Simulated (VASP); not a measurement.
Wanted: the native input for a VASP 6.6.1 run.

```yaml
Task: single point
Functional: PBE
Dispersion: D3(BJ)
Potentials_or_basis: VASP PAW PBE potentials, release 64 (Si)
Cutoff: 520 eV
k_mesh: 2 × 2 × 2
Occupations: gaussian, width 0.05 eV
Spin: no spin polarisation
Dipole_correction: no
Further_INCAR_settings: LREAL = Auto; ALGO = Normal; EDIFF = 1e-06; NBANDS = 48
```

The structure of Si (a cell with a defect) lies in POSCAR:

```
Si
1.0
    0.0000000000      5.4300000000      5.4300000000
    5.4300000000      0.0000000000      5.4300000000
    5.4300000000      5.4300000000      0.0000000000
Si
17
Direct
    0.0049981584      0.0003773481     -0.0055044199
    0.1287994475      0.1170906077      0.1263438306
    0.0065098527     -0.0166662063      0.5054546041
    0.1355158379      0.1212692449      0.6223970534
   -0.0078046041      0.4924158379      0.0233268877
    0.1278035912      0.6280726519      0.1274332413
    0.0044643646      0.5048971455      0.5062453959
    0.1149360958      0.6148709024      0.6541117864
    0.5010147330      0.0012104972     -0.0063703499
    0.6313534070      0.1316966851      0.1064624309
    0.5068200737      0.0070745856      0.4799766114
    0.6216923573      0.1220181400      0.6216269797
    0.5001086556      0.5053224678     -0.0054773481
    0.6169032228      0.6290231123      0.1263608656
    0.4833300184      0.5067854512      0.5053830571
    0.6209627993      0.6357959484      0.6224429098
    0.8624682320      0.3623686004      0.4108015654
```

The input as run:

INCAR

```
ALGO = Normal ; EDIFF = 1E-6
ENCUT = 520 ; GGA = PE
ISIF = 2 ; ISMEAR = 0
IVDW = 12 ; LASPH = T
LCHARG = F ; LREAL = Auto
LWAVE = F ; NBANDS = 48
NELM = 100 ; PREC = Accurate
SIGMA = 0.05
```

KPOINTS

```
k-points
0
Gamma
  2 2 2
```

Potentials or basis: VASP PAW PBE potentials, release 64 (Si).

Run with:

```sh
$ cat potpaw_PBE.64/Si/POTCAR > POTCAR
$ mpirun -np 1 vasp_std > vasp.out
```

It gave:

| Item | Value |
| --- | --- |
| Pressure | 2.2 GPa |
| Largest force | 0.175 eV/Å |
| Band gap on the k mesh | zero (band 34 reaches 6.92 eV, above the bottom of band 35 at 6.73 eV) |
| Dispersion energy per atom | -0.332 eV |

Caveat: the k points lie up to 0.50 Å⁻¹ apart.

It took 2.6 min on 1 thread of AMD EPYC 9R45 96-Core Processor (Zen 5), on a shared host, peak memory 0.43 GiB.
